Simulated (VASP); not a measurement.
# LiAgC (P-6m2) in VASP: single point with PBE

Aim: the single point of LiAgC with PBE.

Program: VASP 6.6.1. These are calculated values, not measurements. Logs are shortened: lines on timing, memory, paths and dates and some standing lists are left out, and cuts for length are marked.

## 1. The cell of the first run

Symmetry: P-6m2, No. 187, hexagonal system. The conventional cell has a = 3.736 Å, b = 3.736 Å, c = 4.264 Å, α = 90.00°, β = 90.00°, γ = 120.00°. Li (site symmetry -6m2) has 3 Ag at 2.16 Å within 2.9 Å. Ag (site symmetry -6m2) has 3 Li at 2.16 Å within 2.9 Å. Within 4.0 Å of C (site symmetry -6m2) lie 6 Ag at 3.03 Å and 6 Li at 3.03 Å and 6 C at 3.74 Å.

## 2. Single point, PBE

INCAR reads:

```
SYSTEM = LiAgC
ALGO = Normal ; EDIFF = 1E-7
ENCUT = 520 ; GGA = PE
ISIF = 2 ; ISMEAR = 0
LASPH = .TRUE. ; LCHARG = .FALSE.
LREAL = .FALSE. ; LWAVE = .FALSE.
NBANDS = 16 ; NELM = 60
PREC = Accurate ; SIGMA = 0.1
```

KPOINTS reads:

```
k-points
0
G
  6 6 4
  0 0 0
```

POSCAR reads:

```
LiAgC
1.0
    3.7355857900      0.0000000000      0.0000000000
   -1.8677929000      3.2351122000      0.0000000000
    0.0000000000      0.0000000000      4.2637771700
Li Ag C
1 1 1
Direct
    0.6666666700      0.3333333300      0.5000000000
    0.3333333300      0.6666666700      0.5000000000
    0.0000000000      0.0000000000      0.0000000000
```

Potentials or basis: VASP PAW PBE potentials, release 64 (Li_sv, Ag, C).

Started as:

```bash
cat potpaw_PBE.64/Li_sv/POTCAR potpaw_PBE.64/Ag/POTCAR potpaw_PBE.64/C/POTCAR > POTCAR
mpirun -np 1 vasp_std > vasp.out
```

OUTCAR:

```text
SYSTEM = LiAgC
   EDIFF = 1E-7
   ENCUT = 520
   GGA = PE
   ISIF = 2
   ISMEAR = 0
   LASPH = .TRUE.
   LREAL = .FALSE.
   NELM = 60
   PREC = Accurate

 ion  position               nearest neighbor table
   1  0.667  0.333  0.500-   2 2.16   2 2.16   2 2.16
   2  0.333  0.667  0.500-   1 2.16   1 2.16   1 2.16
   3  0.000  0.000  0.000-

  LATTYP: Found a hexagonal cell.
 ALAT       =     3.7355857900
 C/A-ratio  =     1.1413945254

  Lattice vectors:

 A1 = (   3.7355857900,   0.0000000000,   0.0000000000)
 A2 = (  -1.8677929000,   3.2351122000,   0.0000000000)
 A3 = (   0.0000000000,   0.0000000000,   4.2637771700)

Analysis of symmetry for initial positions (statically):
=====================================================================
 Subroutine PRICEL returns:
 Original cell was already a primitive cell.

 Routine SETGRP: Setting up the symmetry group for a
 hexagonal supercell.

 Subroutine GETGRP returns: Found 12 space group operations
 (whereof 12 operations were pure point group operations)
 out of a pool of 24 trial point group operations.

The static configuration has the point symmetry D_3h.

Analysis of symmetry for dynamics (positions and initial velocities):
=====================================================================
 Subroutine PRICEL returns:
 Original cell was already a primitive cell.

 Routine SETGRP: Setting up the symmetry group for a
 hexagonal supercell.

 Subroutine GETGRP returns: Found 12 space group operations
 (whereof 12 operations were pure point group operations)
 out of a pool of 24 trial point group operations.

The dynamic configuration has the point symmetry D_3h.

 Subroutine INISYM returns: Found 12 space group operations
 (whereof 12 operations are pure point group operations),
 and found     1 'primitive' translations

----------------------------------------------------------------------------------------

                                     Primitive cell

  volume of cell :      51.5279

  direct lattice vectors                    reciprocal lattice vectors
     3.735585790  0.000000000  0.000000000     0.267695632  0.154554145  0.000000000
    -1.867792900  3.235112200  0.000000000     0.000000000  0.309108290  0.000000000
     0.000000000  0.000000000  4.263777170     0.000000000  0.000000000  0.234533832

  length of vectors
     3.735585790  3.735585799  4.263777170     0.309108291  0.309108290  0.234533832

  position of ions in fractional coordinates (direct lattice)
     0.666666670  0.333333330  0.500000000
     0.333333330  0.666666670  0.500000000
     0.000000000  0.000000000  0.000000000

  ion indices of the primitive-cell ions
   primitive index   ion index
                 1           1
                 2           2
                 3           3

----------------------------------------------------------------------------------------

 KPOINTS: k-points

Automatic generation of k-mesh.
 Grid dimensions read from file:
 generate k-points for:    6    6    4

 Generating k-lattice:

  Cartesian coordinates                     Fractional coordinates (reciprocal lattice)
     0.044615939  0.025759024  0.000000000     0.166666667 -0.000000000  0.000000000
     0.000000000  0.051518048  0.000000000     0.000000000  0.166666667  0.000000000
     0.000000000  0.000000000  0.058633458     0.000000000  0.000000000  0.250000000

  Length of vectors
     0.051518048  0.051518048  0.058633458

  Shift w.r.t. Gamma in fractional coordinates (k-lattice)
     0.000000000  0.000000000  0.000000000

 Subroutine IBZKPT returns following result:
 ===========================================

 Found     21 irreducible k-points:

 Following reciprocal coordinates:
            Coordinates               Weight
  0.000000  0.000000  0.000000      1.000000
  0.166667 -0.000000  0.000000      6.000000
  0.333333 -0.000000  0.000000      6.000000
  0.500000 -0.000000  0.000000      3.000000
  0.166667  0.166667  0.000000      6.000000
  0.333333  0.166667  0.000000     12.000000
[... 13 lines left out ...]
  0.333333  0.166667  0.500000     12.000000
  0.333333  0.333333  0.500000      2.000000
   k-points           NKPTS =     21   k-points in BZ     NKDIM =     21   number of bands    NBANDS=     16
   number of dos      NEDOS =    301   number of ions     NIONS =      3
   total plane-waves  NPLWV =  25088
   dimension x,y,z NGX =    28 NGY =   28 NGZ =   32
   dimension x,y,z NGXF=    56 NGYF=   56 NGZF=   64
   ions per type =               1   1   1
   NGX,Y,Z   is equivalent  to a cutoff of  12.46, 12.46, 12.48 a.u.
   NGXF,Y,Z  is equivalent  to a cutoff of  24.92, 24.92, 24.95 a.u.
 SYSTEM =  LiAgC
   PREC   = accura    normal or accurate (medium, high low for compatibility)
   ISTART =      0    job   : 0-new  1-cont  2-samecut
   ICHARG =      2    charge: 1-file 2-atom 10-const
   ISPIN  =      1    spin polarized calculation?
   LNONCOLLINEAR =      F non collinear calculations
   LSORBIT =      F    spin-orbit coupling
   LASPH  =      T    aspherical Exc in radial PAW
   ENCUT  =  520.0 eV  38.22 Ry    6.18 a.u.   6.95  6.95  7.93*2*pi/ulx,y,z
   NELM   =     60;   NELMIN=  2; NELMDL= -5     # of ELM steps
   EDIFF  = 0.1E-06   stopping-criterion for ELM
   LREAL  =      F    real-space projection
   EDIFFG = 0.1E-05   stopping-criterion for IOM
   NSW    =      0    number of steps for IOM
   IBRION =     -1    ionic relax: 0-MD 1-quasi-New 2-CG
   NFREE  =      0    steps in history (QN), initial steepest desc. (CG)
   ISIF   =      2    stress and relaxation
   ISYM   =      2    0-nonsym 1-usesym 2-fastsym
   POTIM  = 0.5000    time-step for ionic-motion
   TEBEG  =    0.0;   TEEND  =   0.0 temperature during run
   PSTRESS=    0.0 pullay stress
   NELECT =      18.0000    total number of electrons
   NUPDOWN=      -1.0000    fix difference up-down
   EMIN   =  10.00;   EMAX   =-10.00  energy-range for DOS
   EFERMI =   0.00;   METHOD = LEGACY
   ISMEAR =     0;   SIGMA  =   0.10  broadening in eV -4-tet -1-fermi 0-gaus
   EFERMI_NEDOS =   21; number of points for ismear=-14 and -15
   IALGO  =     38    algorithm
   IMIX   =      4    mixing-type and parameters
     AMIX     =   0.40;   BMIX     =  1.00
     AMIX_MAG =   1.60;   BMIX_MAG =  1.00
  volume/ion in A,a.u.               =      17.18       115.91
  Fermi-wavevector in a.u.,A,eV,Ry     =   1.152970  2.178798 18.086778  1.329341
  Thomas-Fermi vector in A             =   2.289618
   LORBIT       =      0    0 simple, 1 ext, 2 COOP (PROOUT), +10 PAW based schemes
   GGA     = PE    functional components
   LHFCALC =     F    Hartree Fock is set to
   AEXX    =    0.0000 exact exchange contribution
   IVDW    =     0    specifies the selected vdW correction
   LEPSILON=     F    determine dielectric tensor
   LRPA    =     F    only Hartree local field effects (RPA)
 non-spin polarized calculation
 Gauss-broadening in eV      SIGMA  =   0.10
  energy-cutoff  :      520.00
  volume of cell :       51.53
 maximum number of plane-waves:      1400
 NGX is ok and might be reduce to    28
   NGX = 13   NGY = 13   NGZ = 15

 number of electron      17.9999989 magnetization

 Free energy of the ion-electron system (eV)
  ---------------------------------------------------
  ext. energy  EPLUGINS =         0.00000000
  ---------------------------------------------------
  free energy    TOTEN  =        -7.05433235 eV

  energy without entropy =       -7.03969548  energy(sigma->0) =       -7.04701391

 E-fermi :   2.6927     XC(G=0):  -9.3830

 val. band max:        2.6837475618   @ k =   0.1667  -0.0000   0.2500
 cond. band min:       2.8123005305   @ k =   0.5000  -0.0000   0.0000
 fundamental gap:      0.1285529688
 Fermi energy:         2.6926837356

 k-point     1 :       0.0000    0.0000    0.0000
  band No.  band energies     occupation
      1     -43.7334      2.00000
      2      -6.6094      2.00000
      3      -2.3777      2.00000
      4      -2.3777      2.00000
      5      -1.8712      2.00000
      6      -1.4485      2.00000
[... 8 lines left out ...]
     15      10.9229      0.00000
     16      15.7837      0.00000

 k-point     2 :       0.1667   -0.0000    0.0000
  band No.  band energies     occupation
      1     -43.7324      2.00000
      2      -6.4342      2.00000
      3      -2.3504      2.00000
      4      -2.2389      2.00000
      5      -1.7752      2.00000
      6      -1.6070      2.00000
[... 8 lines left out ...]
     15      11.2708      0.00000
     16      14.9557      0.00000

 k-point     3 :       0.3333   -0.0000    0.0000
  band No.  band energies     occupation
      1     -43.7302      2.00000
      2      -6.0290      2.00000
      3      -2.2441      2.00000
      4      -1.9315      2.00000
      5      -1.8555      2.00000
      6      -1.6421      2.00000
[... 8 lines left out ...]
     15      11.3626      0.00000
     16      14.2043      0.00000

 k-point     4 :       0.5000   -0.0000    0.0000
  band No.  band energies     occupation
      1     -43.7291      2.00000
      2      -5.7876      2.00000
      3      -2.1423      2.00000
      4      -1.9576      2.00000
      5      -1.7585      2.00000
      6      -1.6535      2.00000
[... 8 lines left out ...]
     15      11.1687      0.00000
     16      13.2183      0.00000
[... 267 lines left out ...]
 k-point    19 :       0.1667    0.1667    0.5000
  band No.  band energies     occupation
      1     -43.7307      2.00000
      2      -5.8794      2.00000
      3      -2.4019      2.00000
      4      -2.0285      2.00000
      5      -1.7079      2.00000
      6      -1.5775      2.00000
[... 8 lines left out ...]
     15      11.2614      0.00000
     16      15.8101      0.00000

 k-point    20 :       0.3333    0.1667    0.5000
  band No.  band energies     occupation
      1     -43.7291      2.00000
      2      -5.6536      2.00000
      3      -2.2866      2.00000
      4      -1.8966      2.00000
      5      -1.8234      2.00000
      6      -1.4541      2.00000
[... 8 lines left out ...]
     15      10.6391      0.00000
     16      16.0526      0.00000

 k-point    21 :       0.3333    0.3333    0.5000
  band No.  band energies     occupation
      1     -43.7285      2.00000
      2      -5.5686      2.00000
      3      -2.1289      2.00000
      4      -2.0550      2.00000
      5      -1.8117      2.00000
      6      -1.4725      2.00000
[... 8 lines left out ...]
     15      10.6976      0.00000
     16      16.9469      0.00000

------------------------ aborting loop because EDIFF is reached ----------------------------------------

  FORCE on cell =-STRESS in cart. coord.  units (eV):
  Direction    XX          YY          ZZ          XY          YZ          ZX
  --------------------------------------------------------------------------------------
  -------------------------------------------------------------------------------------
  Total        2.1370133      2.1370133     -6.8412560     -0.0000000     -0.0000000      0.0000000
  in kB       66.4469800     66.4469803   -212.7178143     -0.0000001     -0.0000000      0.0000000
  external PRESSURE =     -26.6079513 kB  Pullay stress =       0.0000000 kB

 VOLUME and BASIS-vectors are now :
 -----------------------------------------------------------------------------
  energy-cutoff  :      520.00
  volume of cell :       51.53
      direct lattice vectors                 reciprocal lattice vectors
     3.735585790  0.000000000  0.000000000     0.267695632  0.154554145  0.000000000
    -1.867792900  3.235112200  0.000000000     0.000000000  0.309108290  0.000000000
     0.000000000  0.000000000  4.263777170     0.000000000  0.000000000  0.234533832

 POSITION                                       TOTAL-FORCE (eV/Angst)
 -----------------------------------------------------------------------------------
      1.86779      1.07837      2.13189         0.000000     -0.000000      0.000000
     -0.00000      2.15674      2.13189        -0.000000      0.000000      0.000000
      0.00000      0.00000      0.00000         0.000000      0.000000      0.000000
 -----------------------------------------------------------------------------------
    total drift:                               -0.000001      0.000000      0.000000

  FREE ENERGIE OF THE ION-ELECTRON SYSTEM (eV)
  ---------------------------------------------------
  free  energy   TOTEN  =        -7.0543323458 eV

  energy  without entropy=       -7.0396954839  energy(sigma->0) =       -7.04701391
```

Run time: 12 s. Hardware: 1 thread of Intel Xeon 6975P-C, shared host; peak memory 0.17 GiB.

Results:

* Free energy: -7.0543 eV
* Band gap on the k mesh: zero (band 9 reaches 3.77 eV, above the bottom of band 10 at 2.12 eV)

Caveat: the k points lie up to 0.37 Å⁻¹ apart; the cutoff is under 1.25 times the usual one of these potentials, so pressure, stress and relaxed cells hold a basis-set (Pulay) error.
